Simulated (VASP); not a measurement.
# TaAs (P-6m2) in VASP: single point with r2SCAN

Aim: the single point of TaAs with r2SCAN.

Everything below comes from runs of VASP 6.6.1. Logs are shortened: lines on timing, memory, paths and dates and some standing lists are left out, and cuts for length are marked.

**1. The cell of the first run**

It takes space group P-6m2 (No. 187, hexagonal). The conventional cell has a = 3.318 Å, b = 3.318 Å, c = 3.259 Å, α = 90.00°, β = 90.00°, γ = 120.00°. Within 3.3 Å of Ta (site symmetry -6m2) lie 6 As at 2.51 Å and 2 Ta at 3.26 Å. As (site symmetry -6m2) has 6 Ta at 2.51 Å and 2 As at 3.26 Å within 3.3 Å.

**2. Single point, r2SCAN**

Contents of POSCAR:

```
TaAs
1.0
    3.3176017094      0.0000000000      0.0000000000
   -1.6588008547      2.8731273600      0.0000000000
    0.0000000000      0.0000000000      3.2593707199
Ta As
1 1
Direct
    0.3333333333      0.6666666667      0.5000000000
    0.0000000000      0.0000000000      0.0000000000
```

Contents of INCAR.step1:

```
SYSTEM = TaAs
ALGO     = Normal         ! electronic algorithm
EDIFF    = 1E-4           ! SCF threshold, eV
ENCUT    = 520            ! plane-wave cutoff, eV
GGA      = PE             ! functional
ISMEAR   = 0              ! smearing method
LASPH    = .TRUE.         ! aspherical terms in the spheres
LCHARG   = .FALSE.        ! write CHGCAR
LREAL    = .FALSE.        ! projectors in reciprocal space
LWAVE    = .TRUE.         ! write WAVECAR
NBANDS   = 15             ! bands
NELM     = 100            ! most SCF steps
PREC     = Accurate       ! precision mode
SIGMA    = 0.1            ! smearing width, eV
```

Contents of INCAR.step2:

```
SYSTEM = TaAs
ALGO     = Normal         ! electronic algorithm
EDIFF    = 1E-6           ! SCF threshold, eV
ENCUT    = 520            ! plane-wave cutoff, eV
ISIF     = 2              ! what is computed and relaxed
ISMEAR   = 0              ! smearing method
ISTART   = 1            
LASPH    = .TRUE.         ! aspherical terms in the spheres
LCHARG   = .FALSE.        ! write CHGCAR
LMIXTAU  = .TRUE.       
LREAL    = .FALSE.        ! projectors in reciprocal space
LWAVE    = .FALSE.        ! write WAVECAR
METAGGA  = R2SCAN         ! meta-GGA
NBANDS   = 15             ! bands
NELM     = 100            ! most SCF steps
PREC     = Accurate       ! precision mode
SIGMA    = 0.1            ! smearing width, eV
```

Contents of KPOINTS:

```
k-points
0
G
  6 6 6
  0 0 0
```

Potentials or basis: VASP PAW PBE potentials, release 64 (Ta_pv, As).

Command:

```sh
$ cat potpaw_PBE.64/Ta_pv/POTCAR potpaw_PBE.64/As/POTCAR > POTCAR
$ cp INCAR.step1 INCAR
$ mpirun -np 1 vasp_std > vasp.out
$ cp INCAR.step2 INCAR
$ mpirun -np 1 vasp_std > vasp.out
```

OUTCAR:

```text
SYSTEM = TaAs
   EDIFF = 1E-6
   ENCUT = 520
   ISIF = 2
   ISMEAR = 0
   ISTART = 1
   LASPH = .TRUE.
   LREAL = .FALSE.
   METAGGA = R2SCAN
   NELM = 100
   PREC = Accurate

 ion  position               nearest neighbor table
   1  0.333  0.667  0.500-   2 2.51   2 2.51   2 2.51   2 2.51   2 2.51   2 2.51
   2  0.000  0.000  0.000-   1 2.51   1 2.51   1 2.51   1 2.51   1 2.51   1 2.51

  LATTYP: Found a hexagonal cell.
 ALAT       =     3.3176017094
 C/A-ratio  =     0.9824478661

  Lattice vectors:

 A1 = (   3.3176017094,   0.0000000000,   0.0000000000)
 A2 = (  -1.6588008547,   2.8731273600,   0.0000000000)
 A3 = (   0.0000000000,   0.0000000000,   3.2593707199)

Analysis of symmetry for initial positions (statically):
=====================================================================
 Subroutine PRICEL returns:
 Original cell was already a primitive cell.

 Routine SETGRP: Setting up the symmetry group for a
 hexagonal supercell.

 Subroutine GETGRP returns: Found 12 space group operations
 (whereof 12 operations were pure point group operations)
 out of a pool of 24 trial point group operations.

The static configuration has the point symmetry D_3h.

Analysis of symmetry for dynamics (positions and initial velocities):
=====================================================================
 Subroutine PRICEL returns:
 Original cell was already a primitive cell.

 Routine SETGRP: Setting up the symmetry group for a
 hexagonal supercell.

 Subroutine GETGRP returns: Found 12 space group operations
 (whereof 12 operations were pure point group operations)
 out of a pool of 24 trial point group operations.

The dynamic configuration has the point symmetry D_3h.

 Subroutine INISYM returns: Found 12 space group operations
 (whereof 12 operations are pure point group operations),
 and found     1 'primitive' translations

----------------------------------------------------------------------------------------

                                     Primitive cell

  volume of cell :      31.0680

  direct lattice vectors                    reciprocal lattice vectors
     3.317601709  0.000000000  0.000000000     0.301422560  0.174026396  0.000000000
    -1.658800855  2.873127360  0.000000000     0.000000000  0.348052792  0.000000000
     0.000000000  0.000000000  3.259370720     0.000000000  0.000000000  0.306807690

  length of vectors
     3.317601709  3.317601709  3.259370720     0.348052792  0.348052792  0.306807690

  position of ions in fractional coordinates (direct lattice)
[... 85 lines left out ...]
   ISIF   =      2    stress and relaxation
   ISYM   =      2    0-nonsym 1-usesym 2-fastsym
   POTIM  = 0.5000    time-step for ionic-motion
   TEBEG  =    0.0;   TEEND  =   0.0 temperature during run
   PSTRESS=    0.0 pullay stress
   NELECT =      16.0000    total number of electrons
   NUPDOWN=      -1.0000    fix difference up-down
   EMIN   =  10.00;   EMAX   =-10.00  energy-range for DOS
   EFERMI =   0.00;   METHOD = LEGACY
   ISMEAR =     0;   SIGMA  =   0.10  broadening in eV -4-tet -1-fermi 0-gaus
   EFERMI_NEDOS =   21; number of points for ismear=-14 and -15
   IALGO  =     38    algorithm
   IMIX   =      4    mixing-type and parameters
     AMIX     =   0.40;   BMIX     =  1.00
     AMIX_MAG =   1.60;   BMIX_MAG =  1.00
  volume/ion in A,a.u.               =      15.53       104.83
  Fermi-wavevector in a.u.,A,eV,Ry     =   1.312232  2.479758 23.428580  1.721952
  Thomas-Fermi vector in A             =   2.442638
   LORBIT       =      0    0 simple, 1 ext, 2 COOP (PROOUT), +10 PAW based schemes
   METAGGA = R2SCAN    functional components
   LHFCALC =     F    Hartree Fock is set to
   AEXX    =    0.0000 exact exchange contribution
   IVDW    =     0    specifies the selected vdW correction
   LEPSILON=     F    determine dielectric tensor
   LRPA    =     F    only Hartree local field effects (RPA)
 non-spin polarized calculation
 Gauss-broadening in eV      SIGMA  =   0.10
  energy-cutoff  :      520.00
  volume of cell :       31.07
 maximum number of plane-waves:       853
 NGX is ok and might be reduce to    28
   NGX = 13   NGY = 13   NGZ = 13

 number of electron      16.0000004 magnetization

 Free energy of the ion-electron system (eV)
  ---------------------------------------------------
  ext. energy  EPLUGINS =         0.00000000
  ---------------------------------------------------
  free energy    TOTEN  =       -64.20824007 eV

  energy without entropy =      -64.20750359  energy(sigma->0) =      -64.20787183

 E-fermi :   7.8795     XC(G=0): -13.3546

 val. band max:        7.6929759644   @ k =   0.0000   0.0000   0.3333
 cond. band min:       7.8909105924   @ k =   0.0000   0.0000   0.1667
 fundamental gap:      0.1979346280
 Fermi energy:         7.8795294997

 k-point     1 :       0.0000    0.0000    0.0000
  band No.  band energies     occupation
      1     -27.8809      2.00000
      2     -27.7449      2.00000
      3     -27.7449      2.00000
      4      -7.4258      2.00000
      5       4.4073      2.00000
      6       5.0729      2.00000
      7       5.0729      2.00000
      8       7.5304      2.00000
      9      10.0615      0.00000
     10      10.0615      0.00000
     11      13.2606      0.00000
     12      13.5084      0.00000
     13      13.5084      0.00000
     14      17.6263      0.00000
[... 401 lines left out ...]
      2     -27.9684      2.00000
      3     -27.7713      2.00000
      4      -4.2236      2.00000
      5       1.0624      2.00000
      6       3.3853      2.00000
      7       4.2782      2.00000
      8       6.3096      2.00000
      9       9.9660      0.00000
     10      11.8703      0.00000
     11      12.1178      0.00000
     12      15.9001      0.00000
     13      16.0374      0.00000
     14      17.4271      0.00000
     15      19.2240      0.00000

 [... further k-points ...]
[... 5 lines left out ...]
  --------------------------------------------------------------------------------------
  -------------------------------------------------------------------------------------
  Total        4.8157355      4.8157355      7.3101095      0.0000000      0.0000000      0.0000000
  in kB      248.3478033    248.3478033    376.9828379      0.0000000      0.0000000      0.0000000
  external PRESSURE =     291.2261482 kB  Pullay stress =       0.0000000 kB

 VOLUME and BASIS-vectors are now :
 -----------------------------------------------------------------------------
  energy-cutoff  :      520.00
  volume of cell :       31.07
      direct lattice vectors                 reciprocal lattice vectors
     3.317601709  0.000000000  0.000000000     0.301422560  0.174026396  0.000000000
    -1.658800855  2.873127360  0.000000000     0.000000000  0.348052792  0.000000000
     0.000000000  0.000000000  3.259370720     0.000000000  0.000000000  0.306807690

 POSITION                                       TOTAL-FORCE (eV/Angst)
 -----------------------------------------------------------------------------------
     -0.00000      1.91542      1.62969        -0.000000      0.000000      0.000000
      0.00000      0.00000      0.00000         0.000000     -0.000000      0.000000
 -----------------------------------------------------------------------------------
    total drift:                               -0.000000      0.000000     -0.000000

  FREE ENERGIE OF THE ION-ELECTRON SYSTEM (eV)
  ---------------------------------------------------
  free  energy   TOTEN  =       -64.2082400750 eV

  energy  without entropy=      -64.2075035888  energy(sigma->0) =      -64.20787183
```

It took 85 s on 1 thread of Intel Xeon 8259CL, shared host; peak memory 0.16 GiB.

Results:

| Quantity | Value |
| --- | --- |
| Free energy | -64.2082 eV |
| Pressure | 29.1 GPa |
| Band gap on the k mesh | zero (band 8 reaches 7.98 eV, above the bottom of band 9 at 7.51 eV) |

Stress tensor (GPa, compression positive):
```
24.83  0.00  0.00
 0.00 24.83  0.00
 0.00  0.00 37.70
```

Caveat: the k points lie up to 0.36 Å⁻¹ apart; the PAW data sets were made with another functional, which shifts forces and pressure a little; spin-orbit coupling is left out, which moves the levels of the heavy elements.
